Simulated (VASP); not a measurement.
Ir: relaxation of volume and atoms at fixed shape with PBE+D3(BJ)

The system is Ir.

```
CELL_PARAMETERS angstrom
0.00000 1.91560 1.91560
1.91560 0.00000 1.91560
1.91560 1.91560 0.00000
ATOMIC_POSITIONS crystal
Ir 0.00000 0.00000 0.00000
```

```yaml
Program: VASP 6.6.1
Task: relaxation of volume and atoms at fixed shape
Functional: PBE
Dispersion: D3(BJ)
Potentials_or_basis: VASP PAW PBE potentials, release 64 (Ir)
Cutoff: 500 eV
k_mesh: 12 × 12 × 12
Occupations: methfessel-paxton, width 0.15 eV
Spin: no spin polarisation
Dipole_correction: no
Further_INCAR_settings: ALGO = Normal; EDIFF = 1e-07; IBRION = 2; EDIFFG = -0.01; NSW = 80; ISIF = 8
```

```json
{"Relaxed volume": "14.17 Å³/atom", "Relaxed cell": "a = 2.716 Å, b = 2.716 Å, c = 2.716 Å, α = 60.00°, β = 60.00°, γ = 60.00°", "Space group after relaxing (to 0.05 Å)": "Fm-3m (No. 225)", "Energy gained by relaxing": "1.0 meV/atom", "Ionic steps": "3", "Pressure after relaxing": "0.0 GPa", "Dispersion energy per atom": "-0.734 eV"}
```

Step by step:
```tsv
step	energy change (eV)	largest force (eV/Å)	pressure (GPa)	volume (Å³)
1	0.0000	0.0000	2.95	14.06
2	0.0132	0.0000	-10.35	14.59
3	-0.0010	0.0000	-0.02	14.17
```

Final structure:
```cif
data_structure
_symmetry_space_group_name_H-M 'P 1'
_symmetry_Int_Tables_number 1
_cell_length_a 2.7160
_cell_length_b 2.7160
_cell_length_c 2.7160
_cell_angle_alpha 60.000
_cell_angle_beta 60.000
_cell_angle_gamma 60.000
_cell_volume 14.17
loop_
_atom_site_label
_atom_site_type_symbol
_atom_site_fract_x
_atom_site_fract_y
_atom_site_fract_z
_atom_site_occupancy
Ir1 Ir 0.00000 0.00000 0.00000 1
```

Levels at points of the mesh, in eV from the Fermi level:
| k point | band 2 | band 3 | band 4 | band 5 | band 6 | band 7 |
| --- | --- | --- | --- | --- | --- | --- |
| (0.00, 0.00, 0.00) | -3.94 | -3.94 | -3.94 | -1.26 | -1.26 | 14.27 |
| (0.50, 0.00, 0.00) | -4.04 | -4.04 | -0.82 | 0.83 | 0.83 | 7.19 |
| (0.50, 0.50, 0.00) | -7.38 | 0.80 | 1.41 | 1.41 | 1.64 | 10.43 |

It took 8 s on 1 thread of Intel(R) Xeon(R) 6975P-C (Granite Rapids), with other jobs on the host, peak memory 0.14 GiB.

Caveat: spin-orbit coupling is left out, which moves the levels of the heavy elements; pairwise dispersion overbinds metals, which lowers pressure and volume. Zero-point motion and thermal expansion aren't in these numbers.
